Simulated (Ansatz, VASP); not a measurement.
**FeNi3: VASP beside Ansatz**

Contents of INCAR:

```
SYSTEM = FeNi3
  PREC = Accurate
  ENCUT = 600
  EDIFF = 1E-6
  ISMEAR = -1
  SIGMA = 0.1
  LREAL = .False.
  LASPH = .True.
  NELM = 150
  ALGO = Normal
  ISIF = 3
  LWAVE = .False.
  LCHARG = .False.
  ISPIN = 2
  MAGMOM = 3.5 1.5 1.5 1.5
  LORBIT = 11
  LMAXMIX = 4
  GGA = RP
  IBRION = 2
  NSW = 80
  EDIFFG = -0.01
```

File KPOINTS:

```
Automatic mesh
0
Gamma
  6 6 6
  0 0 0
```

The input POSCAR:

```
FeNi3
1.0
    3.5450000000      0.0000000000      0.0000000000
    0.0000000000      3.5450000000      0.0000000000
    0.0000000000      0.0000000000      3.5450000000
Fe Ni
1 3
Direct
    0.0000000000      0.0000000000      0.0000000000
    0.0000000000      0.5000000000      0.5000000000
    0.5000000000      0.0000000000      0.5000000000
    0.5000000000      0.5000000000      0.0000000000
```

Input for Ansatz:

```yaml
crystal:
  lattice:
    bravais: cubic
    a: 3.545
  space_group: 221
  atoms:
    - { symbol: Fe, position: [0.0, 0.0, 0.0] }
    - { symbol: Ni, position: [0.0, 0.5, 0.5] }
basis:
  ecutwfc: 571.4391111657479
kpoints:
  mp_grid:
    grid: [6, 6, 6]
hamiltonian:
  xc: rpbe
  dispersion: none
magnetization:
  spin_polarized: true
  per_species:
    Fe: 3.5
    Ni: 1.5
scf:
  occupations:
    method: fermi_dirac
relax:
  cell: {}
```

Alike in both runs: task relaxation of cell and atoms; functional RPBE; k mesh 6 × 6 × 6; collinear spin.

```csv
,VASP,Ansatz
version,VASP 6.6.1,Ansatz 0.2.0
potentials or method,"VASP PAW PBE potentials, release 64 (Fe, Ni), cutoff 600 eV","plane waves, PAW"
occupations,"fermi-dirac, width 0.1 eV",fermi-dirac
valence electrons in the cell,38,70
```

```tsv
	VASP	Ansatz	Ansatz less VASP
net moment per atom (μB)	1.23	1.24	+0.010
size of the moment on the site where the two differ most (μB)	0.67	0.72	+0.052
relaxed volume (Å³/atom)	11.49	11.48	-0.013
relaxed length of the cell vector where the two differ most in proportion (Å)	3.582	3.580	-0.0014
```

VASP's potentials were made for PBE, not for RPBE. Site moments also hang on the region over which each program counts them. VASP's potentials hold 38 valence electrons a cell and Ansatz's 70, so a difference there can come from the potentials and not from the codes.
